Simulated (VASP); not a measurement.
# SnO (P2_1) in VASP: further runs

Runs on SnO. Level: PBEsol. Tasks: single point.

All numbers are computed with VASP 6.6.1; they aren't measurements. Logs are shortened: lines on timing, memory, paths and dates and some standing lists are left out, and cuts for length are marked.

**1. The cell of the first run**

Symmetry: P2_1, No. 4, monoclinic system. Conventional cell: a = 3.316 Å, b = 3.894 Å, c = 11.429 Å, α = 90.00°, β = 93.33°, γ = 90.00°. Sn (site symmetry 1) has 3 O at 2.13 to 2.14 Å within 2.8 Å. Within 2.8 Å of Sn (site symmetry 1) lie 3 O at 2.13 to 2.14 Å. Within 2.9 Å of O (site symmetry 1) lie 3 Sn at 2.13 to 2.14 Å and 4 O at 2.87 Å. O (site symmetry 1) has 3 Sn at 2.13 to 2.14 Å and 4 O at 2.87 Å within 2.9 Å.

**2. Single point, PBEsol (the part above a cut slid along it)**

Input file INCAR:

```
  PREC = Accurate
  ENCUT = 520
  EDIFF = 1E-6
  ISMEAR = 0
  SIGMA = 0.05
  LREAL = False
  LASPH = True
  NELM = 100
  ALGO = Normal
  ISIF = 2
  LWAVE = False
  LCHARG = False
  GGA = PS
  NBANDS = 50
```

Input file KPOINTS:

```
regular mesh
0
Gamma
  7 8 3
```

Input file POSCAR:

```
SnO
1.0
    0.0000000000      0.0000000000     -3.8941645687
   -3.3156086772      0.0000000000      0.0000000000
   -0.6631217354     11.4100010796      0.0000000000
Sn O
4 4
Direct
    0.4738257379     -0.1733788122      0.8668940608
    0.4738257379     -0.0733788122      0.3668940608
    0.9738257379      0.4733788122      0.1331059392
    0.9738257379      0.3733788122      0.6331059392
    0.2761732621     -0.0385356630      0.1926783149
    0.2761732621     -0.1385356630      0.6926783149
    0.7761732621      0.3385356630      0.8073216851
    0.7761732621      0.4385356630      0.3073216851
```

Potentials or basis: VASP PAW PBE potentials, release 64 (Sn_d, O).

Command:

```
$ cat potpaw_PBE.64/Sn_d/POTCAR potpaw_PBE.64/O/POTCAR > POTCAR
$ mpirun -np 1 vasp_std > vasp.out
```

OUTCAR:

```text
PREC = Accurate
   ENCUT = 520
   EDIFF = 1E-6
   ISMEAR = 0
   LREAL = False
   LASPH = True
   NELM = 100
   ISIF = 2
   GGA = PS

 ion  position               nearest neighbor table
   1  0.474  0.827  0.867-   6 2.13   7 2.14   7 2.14   4 3.70   4 3.70   4 3.70   4 3.70   3 3.74
                             3 3.74
   2  0.474  0.927  0.367-   5 2.13   8 2.14   8 2.14   3 3.70   3 3.70   3 3.70   3 3.70
   3  0.974  0.473  0.133-   8 2.13   5 2.14   5 2.14   2 3.70   2 3.70   2 3.70   2 3.70   1 3.74
                             1 3.74
   4  0.974  0.373  0.633-   7 2.13   6 2.14   6 2.14   1 3.70   1 3.70   1 3.70   1 3.70
   5  0.276  0.961  0.193-   2 2.13   3 2.14   3 2.14
   6  0.276  0.861  0.693-   1 2.13   4 2.14   4 2.14
   7  0.776  0.339  0.807-   4 2.13   1 2.14   1 2.14
   8  0.776  0.439  0.307-   3 2.13   2 2.14   2 2.14

  LATTYP: Found a simple monoclinic cell.
 ALAT       =     3.3156086772
 B/A-ratio  =     1.1744946246
 C/A-ratio  =     3.4471059362
 COS(beta)  =    -0.0580196848

  Lattice vectors:

 A1 = (  -3.3156086772,   0.0000000000,   0.0000000000)
 A2 = (   0.0000000000,   0.0000000000,  -3.8941645687)
 A3 = (   0.6631217354, -11.4100010796,   0.0000000000)

Analysis of symmetry for initial positions (statically):
=====================================================================
 Subroutine PRICEL returns:
 Original cell was already a primitive cell.

 Routine SETGRP: Setting up the symmetry group for a
 simple monoclinic supercell.

 Subroutine GETGRP returns: Found  2 space group operations
 (whereof  1 operations were pure point group operations)
 out of a pool of  4 trial point group operations.

The static configuration has the point symmetry C_1 .
 The point group associated with its full space group is C_2 .

Analysis of symmetry for dynamics (positions and initial velocities):
=====================================================================
 Subroutine PRICEL returns:
 Original cell was already a primitive cell.

 Routine SETGRP: Setting up the symmetry group for a
 simple monoclinic supercell.

 Subroutine GETGRP returns: Found  2 space group operations
 (whereof  1 operations were pure point group operations)
 out of a pool of  4 trial point group operations.

The dynamic configuration has the point symmetry C_1 .
 The point group associated with its full space group is C_2 .

 Subroutine INISYM returns: Found  2 space group operations
 (whereof  1 operations are pure point group operations),
 and found     1 'primitive' translations

----------------------------------------------------------------------------------------

                                     Primitive cell

  volume of cell :     147.3205

  direct lattice vectors                    reciprocal lattice vectors
     0.000000000  0.000000000 -3.894164569     0.000000000  0.000000000 -0.256794489
    -3.315608677  0.000000000  0.000000000    -0.301603747 -0.017528482  0.000000000
    -0.663121735 11.410001080  0.000000000     0.000000000  0.087642411  0.000000000

  length of vectors
     3.894164569  3.315608677 11.429254353     0.256794489  0.302112674  0.087642411

  position of ions in fractional coordinates (direct lattice)
     0.473825738  0.826621188  0.866894061
     0.473825738  0.926621188  0.366894061
     0.973825738  0.473378812  0.133105939
     0.973825738  0.373378812  0.633105939
     0.276173262  0.961464337  0.192678315
     0.276173262  0.861464337  0.692678315
     0.776173262  0.338535663  0.807321685
     0.776173262  0.438535663  0.307321685

  ion indices of the primitive-cell ions
   primitive index   ion index
                 1           1
                 2           2
                 3           3
                 4           4
                 5           5
                 6           6
                 7           7
                 8           8

----------------------------------------------------------------------------------------

 KPOINTS: regular mesh

Automatic generation of k-mesh.
 Grid dimensions read from file:
 generate k-points for:    7    8    3

 Generating k-lattice:

  Cartesian coordinates                     Fractional coordinates (reciprocal lattice)
     0.000000000  0.000000000 -0.036684927     0.142857143  0.000000000  0.000000000
    -0.037700468 -0.002191060  0.000000000     0.000000000  0.125000000  0.000000000
     0.000000000  0.029214137  0.000000000     0.000000000  0.000000000  0.333333333

  Length of vectors
     0.036684927  0.037764084  0.029214137

  Shift w.r.t. Gamma in fractional coordinates (k-lattice)
     0.000000000  0.000000000  0.000000000

 Subroutine IBZKPT returns following result:
 ===========================================

 Found     52 irreducible k-points:

 Following reciprocal coordinates:
            Coordinates               Weight
  0.000000  0.000000  0.000000      1.000000
  0.142857  0.000000  0.000000      2.000000
  0.285714  0.000000  0.000000      2.000000
  0.428571  0.000000  0.000000      2.000000
  0.000000  0.125000  0.000000      2.000000
  0.142857  0.125000  0.000000      4.000000
[... 16 lines left out ...]
  0.285714  0.000000  0.333333      4.000000
  0.428571  0.000000  0.333333      4.000000
 [... further k-points ...]
   k-points           NKPTS =     52   k-points in BZ     NKDIM =     52   number of bands    NBANDS=     50
   number of dos      NEDOS =    301   number of ions     NIONS =      8
   total plane-waves  NPLWV =  75600
   dimension x,y,z NGX =    30 NGY =   28 NGZ =   90
   dimension x,y,z NGXF=    60 NGYF=   56 NGZF=  180
   ions per type =               4   4
   NGX,Y,Z   is equivalent  to a cutoff of  12.81, 14.04, 13.09 a.u.
   NGXF,Y,Z  is equivalent  to a cutoff of  25.61, 28.08, 26.18 a.u.
 SYSTEM =  unknown system
   PREC   = accura    normal or accurate (medium, high low for compatibility)
   ISTART =      0    job   : 0-new  1-cont  2-samecut
   ICHARG =      2    charge: 1-file 2-atom 10-const
   ISPIN  =      1    spin polarized calculation?
   LNONCOLLINEAR =      F non collinear calculations
   LSORBIT =      F    spin-orbit coupling
   LASPH  =      T    aspherical Exc in radial PAW
   ENCUT  =  520.0 eV  38.22 Ry    6.18 a.u.   7.24  6.16 21.25*2*pi/ulx,y,z
   NELM   =    100;   NELMIN=  2; NELMDL= -5     # of ELM steps
   EDIFF  = 0.1E-05   stopping-criterion for ELM
   LREAL  =      F    real-space projection
   EDIFFG = 0.1E-04   stopping-criterion for IOM
   NSW    =      0    number of steps for IOM
   IBRION =     -1    ionic relax: 0-MD 1-quasi-New 2-CG
   NFREE  =      0    steps in history (QN), initial steepest desc. (CG)
   ISIF   =      2    stress and relaxation
   ISYM   =      2    0-nonsym 1-usesym 2-fastsym
   POTIM  = 0.5000    time-step for ionic-motion
   TEBEG  =    0.0;   TEEND  =   0.0 temperature during run
   PSTRESS=    0.0 pullay stress
   NELECT =      80.0000    total number of electrons
   NUPDOWN=      -1.0000    fix difference up-down
   EMIN   =  10.00;   EMAX   =-10.00  energy-range for DOS
   EFERMI =   0.00;   METHOD = LEGACY
   ISMEAR =     0;   SIGMA  =   0.05  broadening in eV -4-tet -1-fermi 0-gaus
   EFERMI_NEDOS =   21; number of points for ismear=-14 and -15
   IALGO  =     38    algorithm
   IMIX   =      4    mixing-type and parameters
     AMIX     =   0.40;   BMIX     =  1.00
     AMIX_MAG =   1.60;   BMIX_MAG =  1.00
  volume/ion in A,a.u.               =      18.42       124.27
  Fermi-wavevector in a.u.,A,eV,Ry     =   1.335623  2.523961 24.271264  1.783888
  Thomas-Fermi vector in A             =   2.464312
   LORBIT       =      0    0 simple, 1 ext, 2 COOP (PROOUT), +10 PAW based schemes
   GGA     = PS    functional components
   LHFCALC =     F    Hartree Fock is set to
   AEXX    =    0.0000 exact exchange contribution
   IVDW    =     0    specifies the selected vdW correction
   LEPSILON=     F    determine dielectric tensor
   LRPA    =     F    only Hartree local field effects (RPA)
 non-spin polarized calculation
 Gauss-broadening in eV      SIGMA  =   0.05
  energy-cutoff  :      520.00
  volume of cell :      147.32
 maximum number of plane-waves:      3990
 NGX is ok and might be reduce to    30
   NGX = 15   NGY = 13   NGZ = 43

 number of electron      80.0000021 magnetization

 Free energy of the ion-electron system (eV)
  ---------------------------------------------------
  ext. energy  EPLUGINS =         0.00000000
  ---------------------------------------------------
  free energy    TOTEN  =       -47.64958882 eV

  energy without entropy =      -47.64958882  energy(sigma->0) =      -47.64958882

 E-fermi :   5.9496     XC(G=0): -10.2369

 val. band max:        5.6652986507   @ k =   0.0000   0.0000   0.0000
 cond. band min:       6.8878130798   @ k =   0.0000   0.3750   0.0000
 fundamental gap:      1.2225144291
 Fermi energy:         5.9495795732

 k-point     1 :       0.0000    0.0000    0.0000
  band No.  band energies     occupation
      1     -15.5727      2.00000
      2     -15.5635      2.00000
      3     -15.2124      2.00000
      4     -15.2086      2.00000
      5     -15.1247      2.00000
      6     -15.1161      2.00000
[... 42 lines left out ...]
     49      12.7934      0.00000
     50      13.5264      0.00000

 k-point     2 :       0.1429    0.0000    0.0000
  band No.  band energies     occupation
      1     -15.5610      2.00000
      2     -15.5530      2.00000
      3     -15.2352      2.00000
      4     -15.2314      2.00000
      5     -15.1169      2.00000
      6     -15.1095      2.00000
[... 42 lines left out ...]
     49      12.8177      0.00000
     50      13.5711      0.00000

 k-point     3 :       0.2857    0.0000    0.0000
  band No.  band energies     occupation
      1     -15.5256      2.00000
      2     -15.5206      2.00000
      3     -15.3031      2.00000
      4     -15.2993      2.00000
      5     -15.0990      2.00000
      6     -15.0951      2.00000
[... 1102 lines left out ...]
     49      13.0132      0.00000
     50      13.3613      0.00000

 k-point    24 :       0.4286    0.0000    0.3333
  band No.  band energies     occupation
      1     -15.4665      2.00000
      2     -15.4659      2.00000
      3     -15.3890      2.00000
      4     -15.3878      2.00000
      5     -15.0829      2.00000
      6     -15.0817      2.00000
[... 42 lines left out ...]
     49      13.3216      0.00000
     50      13.5005      0.00000

 [... further k-points ...]

------------------------ aborting loop because EDIFF is reached ----------------------------------------

  FORCE on cell =-STRESS in cart. coord.  units (eV):
  Direction    XX          YY          ZZ          XY          YZ          ZX
  --------------------------------------------------------------------------------------
  -------------------------------------------------------------------------------------
  Total        0.2733485      0.3652176      0.2779697      0.1172815      0.0000000      0.0000000
  in kB        2.9727881      3.9719069      3.0230459      1.2754888      0.0000000      0.0000000
  external PRESSURE =       3.3225803 kB  Pullay stress =       0.0000000 kB

 VOLUME and BASIS-vectors are now :
 -----------------------------------------------------------------------------
  energy-cutoff  :      520.00
  volume of cell :      147.32
      direct lattice vectors                 reciprocal lattice vectors
     0.000000000  0.000000000 -3.894164569     0.000000000  0.000000000 -0.256794489
    -3.315608677  0.000000000  0.000000000    -0.301603747 -0.017528482  0.000000000
    -0.663121735 11.410001080  0.000000000     0.000000000  0.087642411  0.000000000

 POSITION                                       TOTAL-FORCE (eV/Angst)
 -----------------------------------------------------------------------------------
     -3.31561      9.89126     -1.84516        -0.055124      0.051133      0.037714
     -3.31561      4.18626     -1.84516         0.008255      0.086464      0.021511
     -1.65780      1.51874     -3.79224         0.055124     -0.051133      0.037714
     -1.65780      7.22374     -3.79224        -0.008255     -0.086464      0.021511
     -3.31561      2.19846     -1.07546         0.005422     -0.047866     -0.037777
     -3.31561      7.90346     -1.07546         0.023875     -0.019454     -0.021448
     -1.65780      9.21154     -3.02255        -0.005422      0.047866     -0.037777
     -1.65780      3.50654     -3.02255        -0.023875      0.019454     -0.021448
 -----------------------------------------------------------------------------------
    total drift:                                0.000001      0.000009     -0.001138

  FREE ENERGIE OF THE ION-ELECTRON SYSTEM (eV)
  ---------------------------------------------------
  free  energy   TOTEN  =       -47.6495888195 eV

  energy  without entropy=      -47.6495888195  energy(sigma->0) =      -47.64958882
```

Run time: 11 min. Hardware: 1 thread of Oxide Virtual Turin-like, shared host; peak memory 0.4 GiB.

What came out:

```
Free energy            : -47.6496 eV
Pressure               : 0.3 GPa
Largest force          : 0.089 eV/Å
Band gap on the k mesh : 1.22 eV (least direct gap 1.59 eV)
```

Forces in eV/Å, atoms in the order of the input:
```
Sn  -0.055  0.051  0.038
Sn   0.008  0.086  0.022
Sn   0.055 -0.051  0.038
Sn  -0.008 -0.086  0.022
O    0.005 -0.048 -0.038
O    0.024 -0.019 -0.021
O   -0.005  0.048 -0.038
O   -0.024  0.019 -0.021
```

Caveat: the cell differs from its parent crystal (the part above a cut slid along it); the PAW data sets were made with another functional, which shifts forces and pressure a little; spin-orbit coupling is left out, which moves the levels of the heavy elements. A k mesh can miss the band edges.

(Continued in part 2 of 2.)
